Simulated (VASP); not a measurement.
Cu: single point with PBE

Crystal: Cu.

```
CELL_PARAMETERS angstrom
2.53410 0.00000 0.00000
-1.26705 2.19459 0.00000
0.00000 0.00000 4.11257
ATOMIC_POSITIONS crystal
Cu 0.34808 0.65258 0.25807
Cu 0.66780 0.32970 0.74599
```

```
Program                : VASP 6.6.1
Task                   : single point
Functional             : PBE
Potentials or basis    : VASP PAW PBE potentials, release 64 (Cu)
Cutoff                 : 520 eV
k mesh                 : 6 × 6 × 4
Occupations            : gaussian, width 0.1 eV
Spin                   : no spin polarisation
Dipole correction      : no
Further INCAR settings : ALGO = Normal; EDIFF = 1e-06; NBANDS = 18
```

* Pressure: 8.6 GPa
* Largest force: 0.448 eV/Å
* Band gap on the k mesh: zero (band 11 reaches 12.09 eV, above the bottom of band 12 at 6.04 eV)

Forces on the atoms (eV/Å):
```
Cu  -0.074  0.037 -0.440
Cu   0.074 -0.037  0.440
```

Stress tensor (GPa, compression positive):
```
 9.24 -0.46  0.20
-0.46  8.82 -0.10
 0.20 -0.10  7.61
```

Levels at points of the mesh, in eV from the Fermi level:
```tsv
k point	band 7	band 8	band 9	band 10	band 11	band 12	band 13	band 14	band 15	band 16
(0.00, 0.00, 0.00)	-2.73	-2.51	-2.40	-1.71	-1.61	-0.92	4.11	21.58	22.16	22.32
(0.50, 0.00, 0.00)	-2.69	-1.57	-1.51	-1.47	0.02	1.77	7.87	8.42	11.04	11.63
(0.00, 0.50, 0.00)	-2.69	-1.57	-1.52	-1.47	0.04	1.76	7.90	8.45	11.02	11.60
(0.50, 0.50, 0.00)	-2.70	-1.59	-1.52	-1.45	0.21	1.58	8.20	8.76	10.75	11.32
(0.00, 0.00, 0.50)	-3.00	-2.99	-1.96	-1.91	-1.87	-1.85	12.68	13.31	22.28	22.41
(0.50, 0.00, 0.50)	-1.91	-1.87	-1.52	-1.50	0.57	0.70	4.99	5.10	16.32	16.61
(0.00, 0.50, 0.50)	-1.90	-1.86	-1.52	-1.50	0.55	0.68	5.01	5.12	16.32	16.61
(0.50, 0.50, 0.50)	-1.79	-1.75	-1.52	-1.50	0.38	0.50	5.15	5.25	16.33	16.62
```

It took 49 s on 1 thread of AMD EPYC 7R13, on a shared host, peak memory 0.12 GiB.

Caveat: the k points lie up to 0.48 Å⁻¹ apart.
